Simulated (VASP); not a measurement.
# BiS (Pm-3m) in VASP: notebook

The runs below take BiS through single point, with PBE.

Program: VASP 6.6.1. These are calculated values, not measurements. Logs are shortened: lines on timing, memory, paths and dates and some standing lists are left out, and cuts for length are marked.

### 1 The cell of the first run

Symmetry: Pm-3m, No. 221, cubic system. The conventional cell has a = 4.003 Å, b = 4.003 Å, c = 4.003 Å, α = 90.00°, β = 90.00°, γ = 90.00°. Bi (site symmetry m-3m) has 8 S at 3.47 Å and 6 Bi at 4.00 Å within 4.6 Å. Within 4.6 Å of S (site symmetry m-3m) lie 8 Bi at 3.47 Å and 6 S at 4.00 Å.

### 2 Single point, PBE

Input file INCAR:

```
SYSTEM = BiS
PREC = Accurate
ENCUT = 520
EDIFF = 1E-7
ISMEAR = 0
SIGMA = 0.027000000000000003
LREAL = .FALSE.
LASPH = .TRUE.
NELM = 80
ALGO = Normal
ISIF = 2
LWAVE = .FALSE.
LCHARG = .FALSE.
GGA = PE
NBANDS = 18
```

Input file KPOINTS:

```
Automatic mesh
0
G
  7 7 7
  0 0 0
```

Input file POSCAR:

```
BiS
1.0
    4.0029443400      0.0000000000      0.0000000000
    0.0000000000      4.0029443400      0.0000000000
    0.0000000000      0.0000000000      4.0029443400
Bi S
1 1
Direct
    0.5000000000      0.5000000000      0.5000000000
    0.0000000000      0.0000000000      0.0000000000
```

Potentials or basis: VASP PAW PBE potentials, release 64 (Bi_d, S).

Started as:

```sh
$ cat potpaw_PBE.64/Bi_d/POTCAR potpaw_PBE.64/S/POTCAR > POTCAR
$ mpirun -np 1 vasp_std > vasp.out
```

OUTCAR:

```text
SYSTEM = BiS
   PREC = Accurate
   ENCUT = 520
   EDIFF = 1E-7
   ISMEAR = 0
   LREAL = .FALSE.
   LASPH = .TRUE.
   NELM = 80
   ISIF = 2
   GGA = PE

 ion  position               nearest neighbor table
   1  0.500  0.500  0.500-
   2  0.000  0.000  0.000-

  LATTYP: Found a simple cubic cell.
 ALAT       =     4.0029443400

  Lattice vectors:

 A1 = (   4.0029443400,   0.0000000000,   0.0000000000)
 A2 = (   0.0000000000,   4.0029443400,   0.0000000000)
 A3 = (   0.0000000000,   0.0000000000,   4.0029443400)

Analysis of symmetry for initial positions (statically):
=====================================================================
 Subroutine PRICEL returns:
 Original cell was already a primitive cell.

 Routine SETGRP: Setting up the symmetry group for a
 simple cubic supercell.

 Subroutine GETGRP returns: Found 48 space group operations
 (whereof 48 operations were pure point group operations)
 out of a pool of 48 trial point group operations.

The static configuration has the point symmetry O_h .

Analysis of symmetry for dynamics (positions and initial velocities):
=====================================================================
 Subroutine PRICEL returns:
 Original cell was already a primitive cell.

 Routine SETGRP: Setting up the symmetry group for a
 simple cubic supercell.

 Subroutine GETGRP returns: Found 48 space group operations
 (whereof 48 operations were pure point group operations)
 out of a pool of 48 trial point group operations.

The dynamic configuration has the point symmetry O_h .

 Subroutine INISYM returns: Found 48 space group operations
 (whereof 48 operations are pure point group operations),
 and found     1 'primitive' translations

----------------------------------------------------------------------------------------

                                     Primitive cell

  volume of cell :      64.1414

  direct lattice vectors                    reciprocal lattice vectors
     4.002944340  0.000000000  0.000000000     0.249816114  0.000000000  0.000000000
     0.000000000  4.002944340  0.000000000     0.000000000  0.249816114  0.000000000
     0.000000000  0.000000000  4.002944340     0.000000000  0.000000000  0.249816114

  length of vectors
     4.002944340  4.002944340  4.002944340     0.249816114  0.249816114  0.249816114

  position of ions in fractional coordinates (direct lattice)
     0.500000000  0.500000000  0.500000000
     0.000000000  0.000000000  0.000000000

  ion indices of the primitive-cell ions
   primitive index   ion index
                 1           1
                 2           2

----------------------------------------------------------------------------------------

 KPOINTS: Automatic mesh

Automatic generation of k-mesh.
 Grid dimensions read from file:
 generate k-points for:    7    7    7

 Generating k-lattice:

  Cartesian coordinates                     Fractional coordinates (reciprocal lattice)
     0.035688016  0.000000000  0.000000000     0.142857143  0.000000000  0.000000000
     0.000000000  0.035688016  0.000000000     0.000000000  0.142857143  0.000000000
     0.000000000  0.000000000  0.035688016     0.000000000  0.000000000  0.142857143

  Length of vectors
     0.035688016  0.035688016  0.035688016

  Shift w.r.t. Gamma in fractional coordinates (k-lattice)
     0.000000000  0.000000000  0.000000000

 Subroutine IBZKPT returns following result:
 ===========================================

 Found     20 irreducible k-points:

 Following reciprocal coordinates:
            Coordinates               Weight
  0.000000  0.000000  0.000000      1.000000
  0.142857  0.000000  0.000000      6.000000
  0.285714  0.000000  0.000000      6.000000
  0.428571  0.000000  0.000000      6.000000
  0.142857  0.142857  0.000000     12.000000
  0.285714  0.142857  0.000000     24.000000
[... 12 lines left out ...]
  0.428571  0.428571  0.285714     24.000000
  0.428571  0.428571  0.428571      8.000000
   k-points           NKPTS =     20   k-points in BZ     NKDIM =     20   number of bands    NBANDS=     18
   number of dos      NEDOS =    301   number of ions     NIONS =      2
   total plane-waves  NPLWV =  27000
   dimension x,y,z NGX =    30 NGY =   30 NGZ =   30
   dimension x,y,z NGXF=    60 NGYF=   60 NGZF=   60
   ions per type =               1   1
   NGX,Y,Z   is equivalent  to a cutoff of  12.46, 12.46, 12.46 a.u.
   NGXF,Y,Z  is equivalent  to a cutoff of  24.92, 24.92, 24.92 a.u.
 SYSTEM =  BiS
   PREC   = accura    normal or accurate (medium, high low for compatibility)
   ISTART =      0    job   : 0-new  1-cont  2-samecut
   ICHARG =      2    charge: 1-file 2-atom 10-const
   ISPIN  =      1    spin polarized calculation?
   LNONCOLLINEAR =      F non collinear calculations
   LSORBIT =      F    spin-orbit coupling
   LASPH  =      T    aspherical Exc in radial PAW
   ENCUT  =  520.0 eV  38.22 Ry    6.18 a.u.   7.44  7.44  7.44*2*pi/ulx,y,z
   NELM   =     80;   NELMIN=  2; NELMDL= -5     # of ELM steps
   EDIFF  = 0.1E-06   stopping-criterion for ELM
   LREAL  =      F    real-space projection
   EDIFFG = 0.1E-05   stopping-criterion for IOM
   NSW    =      0    number of steps for IOM
   IBRION =     -1    ionic relax: 0-MD 1-quasi-New 2-CG
   NFREE  =      0    steps in history (QN), initial steepest desc. (CG)
   ISIF   =      2    stress and relaxation
   ISYM   =      2    0-nonsym 1-usesym 2-fastsym
   POTIM  = 0.5000    time-step for ionic-motion
   TEBEG  =    0.0;   TEEND  =   0.0 temperature during run
   PSTRESS=    0.0 pullay stress
   NELECT =      21.0000    total number of electrons
   NUPDOWN=      -1.0000    fix difference up-down
   EMIN   =  10.00;   EMAX   =-10.00  energy-range for DOS
   EFERMI =   0.00;   METHOD = LEGACY
   ISMEAR =     0;   SIGMA  =   0.03  broadening in eV -4-tet -1-fermi 0-gaus
   EFERMI_NEDOS =   21; number of points for ismear=-14 and -15
   IALGO  =     38    algorithm
   IMIX   =      4    mixing-type and parameters
     AMIX     =   0.40;   BMIX     =  1.00
     AMIX_MAG =   1.60;   BMIX_MAG =  1.00
  volume/ion in A,a.u.               =      32.07       216.42
  Fermi-wavevector in a.u.,A,eV,Ry     =   1.128327  2.132229 17.321879  1.273122
  Thomas-Fermi vector in A             =   2.265017
   LORBIT       =      0    0 simple, 1 ext, 2 COOP (PROOUT), +10 PAW based schemes
   GGA     = PE    functional components
   LHFCALC =     F    Hartree Fock is set to
   AEXX    =    0.0000 exact exchange contribution
   IVDW    =     0    specifies the selected vdW correction
   LEPSILON=     F    determine dielectric tensor
   LRPA    =     F    only Hartree local field effects (RPA)
 non-spin polarized calculation
 Gauss-broadening in eV      SIGMA  =   0.03
  energy-cutoff  :      520.00
  volume of cell :       64.14
 maximum number of plane-waves:      1751
 NGX is ok and might be reduce to    30
   NGX = 15   NGY = 15   NGZ = 15

 number of electron      21.0000014 magnetization

 Free energy of the ion-electron system (eV)
  ---------------------------------------------------
  ext. energy  EPLUGINS =         0.00000000
  ---------------------------------------------------
  free energy    TOTEN  =        -7.10318682 eV

  energy without entropy =       -7.10252220  energy(sigma->0) =       -7.10285451

 E-fermi :   4.5607     XC(G=0):  -9.1265

 val. band max:        4.4557175644   @ k =   0.2857   0.0000   0.0000
 cond. band min:       4.5818083787   @ k =   0.2857   0.1429   0.1429
 fundamental gap:      0.1260908143
 Fermi energy:         4.5607137639

 k-point     1 :       0.0000    0.0000    0.0000
  band No.  band energies     occupation
      1     -19.2682      2.00000
      2     -19.2682      2.00000
      3     -19.2233      2.00000
      4     -19.2233      2.00000
      5     -19.2233      2.00000
      6      -8.5924      2.00000
[... 10 lines left out ...]
     17      15.2206      0.00000
     18      15.2206      0.00000

 k-point     2 :       0.1429    0.0000    0.0000
  band No.  band energies     occupation
      1     -19.2680      2.00000
      2     -19.2623      2.00000
      3     -19.2249      2.00000
      4     -19.2249      2.00000
      5     -19.2232      2.00000
      6      -8.4632      2.00000
[... 10 lines left out ...]
     17      14.8863      0.00000
     18      14.8863      0.00000

 k-point     3 :       0.2857    0.0000    0.0000
  band No.  band energies     occupation
      1     -19.2676      2.00000
      2     -19.2491      2.00000
      3     -19.2284      2.00000
      4     -19.2284      2.00000
      5     -19.2229      2.00000
      6      -8.0982      2.00000
[... 10 lines left out ...]
     17      14.2844      0.00000
     18      14.8218      0.00000

 k-point     4 :       0.4286    0.0000    0.0000
  band No.  band energies     occupation
      1     -19.2672      2.00000
      2     -19.2384      2.00000
      3     -19.2312      2.00000
      4     -19.2312      2.00000
      5     -19.2227      2.00000
      6      -7.6093      2.00000
[... 291 lines left out ...]
      4     -19.2331      2.00000
      5     -19.2277      2.00000
      6      -7.2081      2.00000
[... 10 lines left out ...]
     17      15.6639      0.00000
     18      15.7534      0.00000

 k-point    19 :       0.4286    0.4286    0.2857
  band No.  band energies     occupation
      1     -19.2400      2.00000
      2     -19.2362      2.00000
      3     -19.2361      2.00000
      4     -19.2328      2.00000
      5     -19.2222      2.00000
      6      -7.1118      2.00000
[... 10 lines left out ...]
     17      15.3971      0.00000
     18      17.3880      0.00000

 k-point    20 :       0.4286    0.4286    0.4286
  band No.  band energies     occupation
      1     -19.2395      2.00000
      2     -19.2393      2.00000
      3     -19.2393      2.00000
      4     -19.2220      2.00000
      5     -19.2220      2.00000
      6      -7.0455      2.00000
[... 10 lines left out ...]
     17      17.3896      0.00000
     18      17.6239      0.00000

------------------------ aborting loop because EDIFF is reached ----------------------------------------

  FORCE on cell =-STRESS in cart. coord.  units (eV):
  Direction    XX          YY          ZZ          XY          YZ          ZX
  --------------------------------------------------------------------------------------
  -------------------------------------------------------------------------------------
  Total       -4.3822832     -4.3822832     -4.3822832      0.0000000      0.0000000      0.0000000
  in kB     -109.4642650   -109.4642650   -109.4642650      0.0000000      0.0000000      0.0000000
  external PRESSURE =    -109.4642650 kB  Pullay stress =       0.0000000 kB

 VOLUME and BASIS-vectors are now :
 -----------------------------------------------------------------------------
  energy-cutoff  :      520.00
  volume of cell :       64.14
      direct lattice vectors                 reciprocal lattice vectors
     4.002944340  0.000000000  0.000000000     0.249816114  0.000000000  0.000000000
     0.000000000  4.002944340  0.000000000     0.000000000  0.249816114  0.000000000
     0.000000000  0.000000000  4.002944340     0.000000000  0.000000000  0.249816114

 POSITION                                       TOTAL-FORCE (eV/Angst)
 -----------------------------------------------------------------------------------
      2.00147      2.00147      2.00147         0.000000      0.000000      0.000000
      0.00000      0.00000      0.00000         0.000000      0.000000      0.000000
 -----------------------------------------------------------------------------------
    total drift:                                0.000000      0.000000      0.000000

  FREE ENERGIE OF THE ION-ELECTRON SYSTEM (eV)
  ---------------------------------------------------
  free  energy   TOTEN  =        -7.1031868200 eV

  energy  without entropy=       -7.1025221994  energy(sigma->0) =       -7.10285451
```

Wall time 24 s (1 thread of AMD EPYC 7R13, shared host); peak memory 0.14 GiB.

What came out:

| Property | Result |
| --- | --- |
| Free energy | -7.1032 eV |
| Pressure | -10.9 GPa |

Caveat: spin-orbit coupling is left out, which moves the levels of the heavy elements.

### 3 Single point, PBE

Input file INCAR:

```
PREC = Accurate ; ENCUT = 520
EDIFF = 1E-7 ; ISMEAR = 0
SIGMA = 0.028000000000000004 ; LREAL = F
LASPH = T ; NELM = 80
ALGO = Normal ; ISIF = 2
LWAVE = F ; LCHARG = F
GGA = PE ; NBANDS = 18
```

Input file KPOINTS:

```
Automatic mesh
0
Gamma
  7 7 7
```

POSCAR is that of step 2.

Potentials or basis: VASP PAW PBE potentials, release 64 (Bi_d, S).

Started as:

```sh
$ cat potpaw_PBE.64/Bi_d/POTCAR potpaw_PBE.64/S/POTCAR > POTCAR
$ mpirun -np 1 vasp_std > vasp.out
```

Run time: 25 s. Hardware: 1 thread of AMD EPYC 7R13, shared host; peak memory 0.14 GiB.

It converged, with:

```
Free energy : -7.1032 eV
Pressure    : -10.9 GPa
```

Levels at points of the mesh, in eV from the Fermi level:
```csv
k point,band 8,band 9,band 10,band 11,band 12,band 13
"(0.00, 0.00, 0.00)",-2.26,-2.26,-2.26,2.43,2.43,2.43
```

Caveat: spin-orbit coupling is left out, which moves the levels of the heavy elements.
